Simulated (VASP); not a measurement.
# BaTe (P6_3/mmc) in VASP: further runs, part 2 of 2

VASP 6.6.1. The steps go on from the part before.

### 4 Single point, r2SCAN (volume changed by +6%)

Input file POSCAR:

```
BaTe
1.0
    6.0893140328      0.0000000000      0.0000000000
   -3.0446570164      5.2735006441      0.0000000000
    0.0000000000      0.0000000000      7.1410479076
Ba Te
2 2
Direct
    0.3333333333      0.6666666667     -0.0625000000
    0.6666666667      0.3333333333      0.4375000000
    0.3333333333      0.6666666667      0.4375000000
    0.6666666667      0.3333333333      0.9375000000
```

Input file INCAR.step1:

```
PREC = Accurate
ENCUT = 520
ISMEAR = 0
SIGMA = 0.01
LREAL = False
LASPH = True
NELM = 80
NBANDS = 24
GGA = PE
ALGO = Normal
EDIFF = 1E-4
LWAVE = True
LCHARG = False
```

Input file INCAR.step2:

```
PREC = Accurate
ENCUT = 520
EDIFF = 1E-7
ISMEAR = 0
SIGMA = 0.01
LREAL = False
LASPH = True
NELM = 80
ALGO = Normal
ISIF = 2
LWAVE = False
LCHARG = False
METAGGA = R2SCAN
LMIXTAU = True
NBANDS = 24
ISTART = 1
```

Input file KPOINTS:

```
Automatic mesh
0
Gamma
  6 6 4
```

Potentials or basis: VASP PAW PBE potentials, release 64 (Ba_sv, Te).

On the command line:

```sh
$ cat potpaw_PBE.64/Ba_sv/POTCAR potpaw_PBE.64/Te/POTCAR > POTCAR
$ cp INCAR.step1 INCAR
$ mpirun -np 1 vasp_std > vasp.out
$ cp INCAR.step2 INCAR
$ mpirun -np 1 vasp_std > vasp.out
```

OUTCAR:

```text
PREC = Accurate
   ENCUT = 520
   EDIFF = 1E-7
   ISMEAR = 0
   LREAL = False
   LASPH = True
   NELM = 80
   ISIF = 2
   METAGGA = R2SCAN
   ISTART = 1

 ion  position               nearest neighbor table
   1  0.333  0.667  0.938-   4 3.52   4 3.52   4 3.52   3 3.57   3 3.57
   2  0.667  0.333  0.438-   3 3.52   3 3.52   3 3.52   4 3.57   4 3.57
   3  0.333  0.667  0.438-   2 3.52   2 3.52   2 3.52   1 3.57   1 3.57
   4  0.667  0.333  0.938-   1 3.52   1 3.52   1 3.52   2 3.57   2 3.57

[... 762 lines left out ...]

  FORCE on cell =-STRESS in cart. coord.  units (eV):
  Direction    XX          YY          ZZ          XY          YZ          ZX
  --------------------------------------------------------------------------------------
  -------------------------------------------------------------------------------------
  Total       -1.3888656     -1.3888656     -1.6304075      0.0000000      0.0000000     -0.0000000
  in kB       -9.7037920     -9.7037920    -11.3914087      0.0000000      0.0000000     -0.0000000
  external PRESSURE =     -10.2663309 kB  Pullay stress =       0.0000000 kB

 VOLUME and BASIS-vectors are now :
 -----------------------------------------------------------------------------
  energy-cutoff  :      520.00
  volume of cell :      229.31
      direct lattice vectors                 reciprocal lattice vectors
     6.089314033  0.000000000  0.000000000     0.164222110  0.094813680  0.000000000
    -3.044657016  5.273500644  0.000000000     0.000000000  0.189627359  0.000000000
     0.000000000  0.000000000  7.141047908     0.000000000  0.000000000  0.140035470

 POSITION                                       TOTAL-FORCE (eV/Angst)
 -----------------------------------------------------------------------------------
     -0.00000      3.51567      6.69473         0.000000      0.000000     -0.000000
      3.04466      1.75783      3.12421         0.000000     -0.000000     -0.000000
     -0.00000      3.51567      3.12421         0.000000     -0.000000     -0.000000
      3.04466      1.75783      6.69473        -0.000000     -0.000000      0.000000
 -----------------------------------------------------------------------------------
    total drift:                               -0.000000      0.000000      0.000069

  FREE ENERGIE OF THE ION-ELECTRON SYSTEM (eV)
  ---------------------------------------------------
  free  energy   TOTEN  =      -111.4067446166 eV

  energy  without entropy=     -111.4067446166  energy(sigma->0) =     -111.40674462
```

OUTCAR.step1:

```text
PREC = Accurate
   ENCUT = 520
   ISMEAR = 0
   LREAL = False
   LASPH = True
[... 792 lines left out ...]
     -0.00000      3.51567      6.69473        -0.000000     -0.000000     -0.000000
      3.04466      1.75783      3.12421         0.000000      0.000000      0.000000
     -0.00000      3.51567      3.12421        -0.000000     -0.000000      0.000000
      3.04466      1.75783      6.69473         0.000000      0.000000      0.000000
 -----------------------------------------------------------------------------------
    total drift:                               -0.000000      0.000000      0.000009

  FREE ENERGIE OF THE ION-ELECTRON SYSTEM (eV)
  ---------------------------------------------------
  free  energy   TOTEN  =       -16.7464893060 eV

  energy  without entropy=      -16.7464893060  energy(sigma->0) =      -16.74648931
```

OSZICAR.step1:

```text
N       E                     dE             d eps       ncg     rms          rms(c)
DAV:   1     0.231969825787E+03    0.23197E+03   -0.12039E+04  1008   0.107E+03
DAV:   2     0.536888674442E+01   -0.22660E+03   -0.21507E+03  1296   0.205E+02
DAV:   3    -0.161524469895E+02   -0.21521E+02   -0.21416E+02  1424   0.709E+01
DAV:   4    -0.173150985346E+02   -0.11627E+01   -0.11614E+01  1680   0.135E+01
DAV:   5    -0.173322288880E+02   -0.17130E-01   -0.17129E-01  1280   0.189E+00    0.487E+00
DAV:   6    -0.167869010607E+02    0.54533E+00   -0.89351E-01  1464   0.294E+00    0.332E+00
DAV:   7    -0.167143648968E+02    0.72536E-01   -0.64933E-01  1392   0.272E+00    0.136E+00
DAV:   8    -0.167343532521E+02   -0.19988E-01   -0.83079E-02  1280   0.125E+00    0.280E-01
DAV:   9    -0.167392077840E+02   -0.48545E-02   -0.11486E-02  1312   0.450E-01    0.198E-01
DAV:  10    -0.167447076390E+02   -0.54999E-02   -0.38463E-03  1152   0.221E-01    0.598E-02
DAV:  11    -0.167462180296E+02   -0.15104E-02   -0.18009E-03  1120   0.166E-01    0.269E-02
DAV:  12    -0.167464883746E+02   -0.27035E-03   -0.58132E-04  1016   0.851E-02    0.128E-02
DAV:  13    -0.167464893060E+02   -0.93134E-06   -0.12913E-05   984   0.172E-02
   1 F= -.16746489E+02 E0= -.16746489E+02  d E =-.166671E-15
```

Run time: 16 min. Hardware: 1 thread of AMD EPYC 7R13, shared host; peak memory 0.42 GiB.

Results:

```
Free energy            : -111.4067 eV
Pressure               : -1.0 GPa
Band gap on the k mesh : 2.33 eV, indirect (least direct gap 2.60 eV)
```

Levels at points of the mesh, in eV from the valence-band top:
| k point | band 12 | band 13 | band 14 | band 15 | band 16 | band 17 | band 18 | band 19 | band 20 | band 21 |
| --- | --- | --- | --- | --- | --- | --- | --- | --- | --- | --- |
| (0.00, 0.00, 0.00) | -0.98 | -0.93 | -0.83 | -0.83 | 0.00 | 2.63 | 3.21 | 3.21 | 4.05 | 4.72 |
| (0.50, 0.00, 0.00) | -0.91 | -0.81 | -0.73 | -0.49 | -0.35 | 2.79 | 3.09 | 3.26 | 4.22 | 4.30 |
| (0.00, 0.00, 0.50) | -1.30 | -0.98 | -0.98 | -0.98 | -0.98 | 3.45 | 3.45 | 4.61 | 4.61 | 4.61 |
| (0.50, 0.00, 0.50) | -1.63 | -0.82 | -0.82 | -0.69 | -0.69 | 3.44 | 3.44 | 4.26 | 4.26 | 4.80 |

Caveat: the PAW data sets were made with another functional, which shifts forces and pressure a little; spin-orbit coupling is left out, which moves the levels of the heavy elements. A k mesh can miss the band edges.

### 5 Overview

```tsv
cell	gap on the mesh (eV)	pressure (GPa)
a = 5.972, b = 5.972, c = 7.004 Å, angles 90.0, 90.0, 120.0°, 4 atoms	2.24	0.2
a = 6.031, b = 6.031, c = 7.073 Å, angles 90.0, 90.0, 120.0°, 4 atoms	2.29	-0.5
a = 6.089, b = 6.089, c = 7.141 Å, angles 90.0, 90.0, 120.0°, 4 atoms	2.33	-1.0
```

Alike in all rows: task single point; level r2SCAN; potentials or basis VASP PAW PBE potentials, release 64 (Ba_sv, Te); no spin polarisation; k mesh 6 × 6 × 4; cutoff (eV) 520; smearing gaussian 0.01 eV.

Caveats: the PAW data sets were made with another functional, which shifts forces and pressure a little; spin-orbit coupling is left out, which moves the levels of the heavy elements.

Absolute energies hang on the potentials; compare differences alone.
